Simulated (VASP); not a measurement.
## Mo: relaxation of cell and atoms with PBEsol

Mo:

```
Mo
1.0
     0.00000    1.97899    1.97899
     1.97899    0.00000    1.97899
     1.97899    1.97899    0.00000
Mo
1
Direct
  0.00000 0.00000 0.00000
```

```yaml
Program: VASP 6.6.1
Task: relaxation of cell and atoms
Functional: PBEsol
Potentials_or_basis: VASP PAW PBE potentials, release 64 (Mo_sv)
Cutoff: 600 eV
k_mesh: 18 × 18 × 18
Occupations: gaussian, width 0.1 eV
Spin: no spin polarisation
Dipole_correction: no
Further_INCAR_settings: ALGO = Fast; EDIFF = 1e-06; IBRION = 2; EDIFFG = -0.01; NSW = 100; ISIF = 3
```

```json
{
 "Relaxed volume": "15.57 Å³/atom",
 "Relaxed cell": "a = 2.803 Å, b = 2.803 Å, c = 2.803 Å, α = 60.00°, β = 60.00°, γ = 60.00°",
 "Space group after relaxing (to 0.05 Å)": "Fm-3m (No. 225)",
 "Energy gained by relaxing": "0.2 meV/atom",
 "Ionic steps": "4",
 "Pressure after relaxing": "0.0 GPa",
 "Band gap on the k mesh": "zero (band 7 reaches 16.26 eV, above the bottom of band 8 at 11.34 eV)"
}
```

Step by step:
```csv
step,energy change (eV),largest force (eV/Å),pressure (GPa),volume (Å³)
1,0.0000,0.0000,1.00,15.50
2,0.0011,0.0000,-2.63,15.72
3,-0.0002,0.0000,0.14,15.56
4,-0.0002,0.0000,-0.03,15.57
```

Final structure:
```
Mo
1.0
     0.00000    1.98181    1.98181
     1.98181    0.00000    1.98181
     1.98181    1.98181    0.00000
Mo
1
Direct
  0.00000 0.00000 0.00000
```

Levels at points of the mesh, in eV from the Fermi level:
| k point | band 5 | band 6 | band 7 | band 8 | band 9 | band 10 |
| --- | --- | --- | --- | --- | --- | --- |
| (0.00, 0.00, 0.00) | -6.84 | -0.73 | -0.73 | -0.73 | 2.06 | 2.06 |
| (0.50, 0.00, 0.00) | -4.74 | -0.94 | -0.94 | 1.66 | 4.23 | 4.23 |
| (0.50, 0.50, 0.00) | -5.15 | -4.44 | 4.18 | 4.20 | 4.86 | 4.86 |

Run time: 29 s on 1 thread of Intel(R) Xeon(R) 6975P-C (Granite Rapids), on a shared host, peak memory 0.18 GiB.

Caveat: the PAW data sets were made with another functional, which shifts forces and pressure a little.
